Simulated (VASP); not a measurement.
# ZnCu (P4/mmm) in VASP: further runs, part 2 of 2

VASP 6.6.1.

## 3. Single point, PBEsol

This run uses another cell than the first one, of the same volume but with other edges.

The input, INCAR:

```
SYSTEM = ZnCu
  PREC = Accurate
  ENCUT = 520
  EDIFF = 1E-7
  ISMEAR = 0
  SIGMA = 0.15
  LREAL = .FALSE.
  LASPH = .TRUE.
  NELM = 100
  ALGO = Normal
  ISIF = 2
  LWAVE = .FALSE.
  LCHARG = .FALSE.
  GGA = PS
  NBANDS = 18
```

The input, KPOINTS:

```
Automatic mesh
0
G
  18 18 18
  0 0 0
```

The input, POSCAR:

```
ZnCu
1.0
    3.3058171460      0.0000000000      0.0000000000
    0.0000000000      3.3058171460      0.0000000000
    0.0000000000      0.0000000000      2.3372127222
Zn Cu
1 1
Direct
    0.5000000000      0.5000000000      0.5000000000
    0.0000000000      0.0000000000      0.0000000000
```

Potentials or basis: VASP PAW PBE potentials, release 64 (Zn, Cu).

The run is started by

```console
cat potpaw_PBE.64/Zn/POTCAR potpaw_PBE.64/Cu/POTCAR > POTCAR
mpirun -np 1 vasp_std > vasp.out
```

Wall time 4.3 min (1 thread of AMD EPYC 7R43 (Zen 3), shared host); peak memory 0.32 GiB.

It converged, with:

- Free energy: -5.6685 eV
- Pressure: 4.2 GPa

Stress tensor (GPa, compression positive):
```
-7.77  0.00  0.00
 0.00 -7.77  0.00
 0.00  0.00 28.04
```

Levels at points of the mesh, in eV from the Fermi level:
| k point | band 10 | band 11 | band 12 | band 13 | band 14 | band 15 |
| --- | --- | --- | --- | --- | --- | --- |
| (0.00, 0.00, 0.00) | -2.42 | -2.42 | 2.56 | 2.56 | 6.99 | 8.42 |
| (0.50, 0.00, 0.00) | -2.72 | -2.52 | -2.44 | 7.25 | 7.79 | 9.31 |
| (0.50, 0.50, 0.00) | -2.89 | -2.46 | -2.46 | -0.24 | -0.17 | 22.39 |
| (0.00, 0.00, 0.50) | -2.99 | -2.36 | -0.31 | 11.16 | 11.16 | 11.45 |
| (0.50, 0.00, 0.50) | -2.30 | -1.08 | -0.30 | 3.40 | 4.29 | 12.14 |
| (0.50, 0.50, 0.50) | -2.21 | 2.81 | 3.74 | 5.02 | 5.52 | 5.52 |

Caveat: the PAW data sets were made with another functional, which shifts forces and pressure a little.

## 4. Single point, PBEsol

This run uses another cell than the first one, of the same volume but with other edges.

The input, INCAR:

```
ALGO = Normal ; EDIFF = 1E-7
ENCUT = 520 ; GGA = PS
ISIF = 2 ; ISMEAR = 0
LASPH = T ; LCHARG = F
LREAL = F ; LWAVE = F
NBANDS = 18 ; NELM = 100
PREC = Accurate ; SIGMA = 0.15
```

The input, KPOINTS:

```
k-points
0
Gamma
  18 18 18
```

The input, POSCAR:

```
ZnCu
1.0
    3.1992911518      0.0000000000      0.0000000000
    0.0000000000      3.1992911518      0.0000000000
    0.0000000000      0.0000000000      2.4954470984
Zn Cu
1 1
Direct
    0.5000000000      0.5000000000      0.5000000000
    0.0000000000      0.0000000000      0.0000000000
```

The run is started by

```console
cat potpaw_PBE.64/Zn/POTCAR potpaw_PBE.64/Cu/POTCAR > POTCAR
mpirun -np 1 vasp_std > vasp.out
```

Wall time 2.7 min (1 thread of AMD EPYC 7R43 (Zen 3), shared host); peak memory 0.32 GiB.

It converged, with:

```yaml
Free_energy: -5.9411 eV
Pressure: -1.2 GPa
```

Stress tensor (GPa, compression positive):
```
-7.26  0.00  0.00
 0.00 -7.26  0.00
 0.00  0.00 10.85
```

Levels at points of the mesh, in eV from the Fermi level:
```tsv
k point	band 9	band 10	band 11	band 12	band 13	band 14	band 15	band 16
(0.00, 0.00, 0.00)	-2.90	-2.54	-2.54	3.52	3.52	8.32	9.17	13.17
(0.50, 0.00, 0.00)	-3.57	-2.71	-2.57	-2.52	8.44	8.98	10.53	11.75
(0.50, 0.50, 0.00)	-2.90	-2.77	-2.60	-2.60	0.29	0.44	19.42	20.88
(0.00, 0.00, 0.50)	-3.42	-3.25	-2.96	-0.79	11.15	11.15	11.50	11.50
(0.50, 0.00, 0.50)	-2.90	-2.34	-1.40	-0.86	2.80	3.48	12.40	13.64
(0.50, 0.50, 0.50)	-2.66	-2.26	3.21	3.79	4.44	5.05	5.05	5.40
```

Caveat: the PAW data sets were made with another functional, which shifts forces and pressure a little.

## 5. Single point, PBEsol

This run uses another cell than the first one, of the same volume but with other edges.

The input, INCAR:

```
SYSTEM = ZnCu
  ALGO = Normal
  EDIFF = 1E-6
  ENCUT = 520
  GGA = PS
  ISIF = 2
  ISMEAR = 0
  LASPH = .True.
  LCHARG = .True.
  LELF = .True.
  LREAL = .False.
  LVHAR = .True.
  LWAVE = .False.
  NBANDS = 18
  NELM = 100
  PREC = Accurate
  SIGMA = 0.15
```

The input, KPOINTS:

```
k-points
0
Gamma
  18 18 18
  0 0 0
```

The input, POSCAR:

```
ZnCu
1.0
    2.7713511051      0.0000000000      0.0000000000
    0.0000000000      2.7713511051      0.0000000000
    0.0000000000      0.0000000000      3.3256213261
Zn Cu
1 1
Direct
    0.5000000000      0.5000000000      0.5000000000
    0.0000000000      0.0000000000      0.0000000000
```

Potentials or basis: VASP PAW PBE potentials, release 64 (Zn, Cu).

The run is started by

```console
cat potpaw_PBE.64/Zn/POTCAR potpaw_PBE.64/Cu/POTCAR > POTCAR
mpirun -np 1 vasp_std > vasp.out
```

OUTCAR:

```text
SYSTEM = ZnCu
   EDIFF = 1E-6
   ENCUT = 520
   GGA = PS
   ISIF = 2
   ISMEAR = 0
   LASPH = .True.
   LREAL = .False.
   NELM = 100
   PREC = Accurate

 ion  position               nearest neighbor table
   1  0.500  0.500  0.500-   2 2.57   2 2.57   2 2.57   2 2.57   2 2.57   2 2.57   2 2.57   2 2.57

   2  0.000  0.000  0.000-   1 2.57   1 2.57   1 2.57   1 2.57   1 2.57   1 2.57   1 2.57   1 2.57

  LATTYP: Found a simple tetragonal cell.
 ALAT       =     2.7713511051
 C/A-ratio  =     1.2000000000

  Lattice vectors:

[... 693 lines left out ...]

  FORCE on cell =-STRESS in cart. coord.  units (eV):
  Direction    XX          YY          ZZ          XY          YZ          ZX
  --------------------------------------------------------------------------------------
  -------------------------------------------------------------------------------------
  Total       -0.6633581     -0.6633581     -0.6296443      0.0000000      0.0000000      0.0000000
  in kB      -41.6104818    -41.6104818    -39.4957152      0.0000000      0.0000000      0.0000000
  external PRESSURE =     -40.9055596 kB  Pullay stress =       0.0000000 kB

 VOLUME and BASIS-vectors are now :
 -----------------------------------------------------------------------------
  energy-cutoff  :      520.00
  volume of cell :       25.54
      direct lattice vectors                 reciprocal lattice vectors
     2.771351105  0.000000000  0.000000000     0.360834828  0.000000000  0.000000000
     0.000000000  2.771351105  0.000000000     0.000000000  0.360834828  0.000000000
     0.000000000  0.000000000  3.325621326     0.000000000  0.000000000  0.300695690

 POSITION                                       TOTAL-FORCE (eV/Angst)
 -----------------------------------------------------------------------------------
      1.38568      1.38568      1.66281         0.000000      0.000000      0.000000
      0.00000      0.00000      0.00000         0.000000      0.000000      0.000000
 -----------------------------------------------------------------------------------
    total drift:                                0.000000      0.000000     -0.000000

  FREE ENERGIE OF THE ION-ELECTRON SYSTEM (eV)
  ---------------------------------------------------
  free  energy   TOTEN  =        -6.0866343436 eV

  energy  without entropy=       -6.0815690715  energy(sigma->0) =       -6.08410171
```

OSZICAR:

```text
N       E                     dE             d eps       ncg     rms          rms(c)
DAV:   1     0.114448249602E+03    0.11445E+03   -0.11337E+04 21216   0.212E+03
DAV:   2    -0.255616270460E+01   -0.11700E+03   -0.11223E+03 19898   0.301E+02
DAV:   3    -0.737493285222E+01   -0.48188E+01   -0.47774E+01 22402   0.761E+01
DAV:   4    -0.741420431150E+01   -0.39271E-01   -0.39256E-01 22870   0.635E+00
DAV:   5    -0.741472225985E+01   -0.51795E-03   -0.51794E-03 22438   0.748E-01    0.104E+01
DAV:   6    -0.731079649594E+01    0.10393E+00   -0.18440E+01 21118   0.101E+02    0.685E+00
DAV:   7    -0.609705135912E+01    0.12137E+01   -0.40342E+00 21408   0.108E+02    0.220E+00
DAV:   8    -0.609677497863E+01    0.27638E-03   -0.20453E-01 27130   0.624E+00    0.126E+00
DAV:   9    -0.608668898911E+01    0.10086E-01   -0.13898E-02 24188   0.242E+00    0.722E-02
DAV:  10    -0.608664615182E+01    0.42837E-04   -0.77487E-04 30350   0.590E-01    0.454E-02
DAV:  11    -0.608663801553E+01    0.81363E-05   -0.13321E-04 22496   0.328E-01    0.139E-02
DAV:  12    -0.608663440723E+01    0.36083E-05   -0.19008E-05 23052   0.107E-01    0.341E-03
DAV:  13    -0.608663434358E+01    0.63648E-07   -0.63753E-07 11526   0.112E-02
   1 F= -.60866343E+01 E0= -.60841017E+01  d E =-.506527E-02
```

Wall time 3.3 min (1 thread of AMD EPYC 7R43 (Zen 3), shared host); peak memory 0.33 GiB.

What came out:

```
Free energy : -6.0866 eV
Pressure    : -4.1 GPa
```

Caveat: the PAW data sets were made with another functional, which shifts forces and pressure a little.

## 6. Summary

```tsv
cell	gap on the mesh (eV)	pressure (GPa)
a = 3.109, b = 3.109, c = 2.643 Å, 2 atoms	none	-3.3
a = 3.306, b = 3.306, c = 2.337 Å, 2 atoms	none	4.2
a = 3.199, b = 3.199, c = 2.495 Å, 2 atoms	none	-1.2
a = 2.771, b = 2.771, c = 3.326 Å, 2 atoms	none	-4.1
```

Alike in all rows: task single point; level PBEsol; potentials or basis VASP PAW PBE potentials, release 64 (Zn, Cu); no spin polarisation; k mesh 18 × 18 × 18; cutoff (eV) 520; smearing gaussian 0.15 eV.

Caveats: the PAW data sets were made with another functional, which shifts forces and pressure a little.

Absolute energies hang on the potentials; compare differences alone.
